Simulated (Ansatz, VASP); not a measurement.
**Fe: VASP beside Ansatz**

Contents of INCAR:

```
SYSTEM = Fe
PREC = Accurate
ENCUT = 520
EDIFF = 1E-6
ISMEAR = 0
SIGMA = 0.15
LREAL = .False.
LASPH = .True.
NELM = 150
ALGO = Normal
ISIF = 2
LWAVE = .False.
LCHARG = .False.
ISPIN = 2
MAGMOM = 2.44
LORBIT = 11
LMAXMIX = 4
GGA = PE
NBANDS = 14
```

File KPOINTS:

```
regular mesh
0
Gamma
  12 12 12
  0 0 0
```

The input POSCAR:

```
Fe
1.0
   -1.2718392041      1.2718392041      1.8479823636
    1.2718392041     -1.2718392041      1.8479823636
    1.2718392041      1.2718392041     -1.8479823636
Fe
1
Direct
    0.0000000000      0.0000000000      0.0000000000
```

Input for Ansatz:

```yaml
crystal:
  lattice:
    - [-1.2718392041, 1.2718392041, 1.8479823636]
    - [1.2718392041, -1.2718392041, 1.8479823636]
    - [1.2718392041, 1.2718392041, -1.8479823636]
  atoms:
    - { symbol: Fe, position: [0.0, 0.0, 0.0], spin: 2.44 }
basis:
  ecutwfc: 520.0
kpoints:
  mp_grid: { grid: [12, 12, 12] }
hamiltonian:
  xc: pbe
scf:
  occupations: { method: gaussian, width: 0.15 }
output:
  forces: true
  stress: true
  eigenvalues: true
  populations: true
magnetization:
  spin_polarized: true
```

Alike in both runs: task single point; functional PBE; k mesh 12 × 12 × 12; occupations gaussian, width 0.15 eV; collinear spin.

```csv
,VASP,Ansatz
version,VASP 6.6.1,Ansatz 0.2.0
potentials or method,"VASP PAW PBE potentials, release 64 (Fe), cutoff 520 eV","scalar-relativistic, plane waves, PAW"
valence electrons in the cell,8,16
```

VASP gave:

- gap on the k mesh at the Fermi level (eV): none
- pressure (GPa): -0.1
- traceless stress, the component that is largest in VASP (GPa): 3.46
- net moment per atom (μB): 2.53
- size of the moment on the site where the two differ most (μB): 2.53

Q: Estimate Ansatz's values.

A: gap on the k mesh at the Fermi level (eV): none; pressure (GPa): -0.1; traceless stress, the component that is largest in VASP (GPa): 3.57; net moment per atom (μB): 2.53; size of the moment on the site where the two differ most (μB): 2.57.

Site moments also hang on the region over which each program counts them. A gap of «none» marks a metal or a gap that the smearing closes. The functional is the same, so the differences come from potentials, cutoffs and numerics. VASP's potentials hold 8 valence electrons a cell and Ansatz's 16, so a difference there can come from the potentials and not from the codes.
